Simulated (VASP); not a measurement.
**ZnInGaO4: single point with PBE**

Crystal: ZnInGaO4.

```
Zn In Ga O
1.0
     1.67809    0.96885    8.70368
    -1.67809    0.96885    8.70368
     0.00000   -1.93770    8.70368
Zn In Ga O
1 1 1 4
Direct
  0.21881 0.21881 0.21881
  0.00308 0.00308 0.00308
  0.78705 0.78705 0.78705
  0.29527 0.29527 0.29527
  0.71123 0.71123 0.71123
  0.12104 0.12104 0.12104
  0.86353 0.86353 0.86353
```

```json
{
 "Program": "VASP 6.6.1",
 "Task": "single point",
 "Functional": "PBE",
 "Potentials or basis": "VASP PAW PBE potentials, release 64 (Zn, In_d, Ga_d, O)",
 "Cutoff": "520 eV",
 "k mesh": "9 × 9 × 9",
 "Occupations": "gaussian, width 0.02 eV",
 "Spin": "no spin polarisation"
}
```

| Item | Value |
| --- | --- |
| Pressure | 0.6 GPa |
| Largest force | 0.018 eV/Å |
| Band gap on the k mesh | 1.09 eV, direct |

Forces on the atoms (eV/Å):
```
Zn   0.000  0.000 -0.001
In   0.000  0.000  0.001
Ga   0.000  0.000 -0.004
O    0.000  0.000  0.018
O    0.000  0.000 -0.007
O    0.000  0.000 -0.003
O    0.000  0.000 -0.004
```

Levels at points of the mesh, in eV from the valence-band top:
```tsv
k point	band 27	band 28	band 29	band 30	band 31	band 32	band 33	band 34	band 35	band 36
(0.00, 0.00, 0.00)	-0.74	-0.74	-0.49	0.00	0.00	1.09	4.23	4.86	5.79	10.10
```

It took 28 min on 1 thread of AMD EPYC 9R45 96-Core Processor (Zen 5), on a shared host, peak memory 0.85 GiB.

Caveat: spin-orbit coupling is left out, which moves the levels of the heavy elements. A k mesh can miss the band edges.
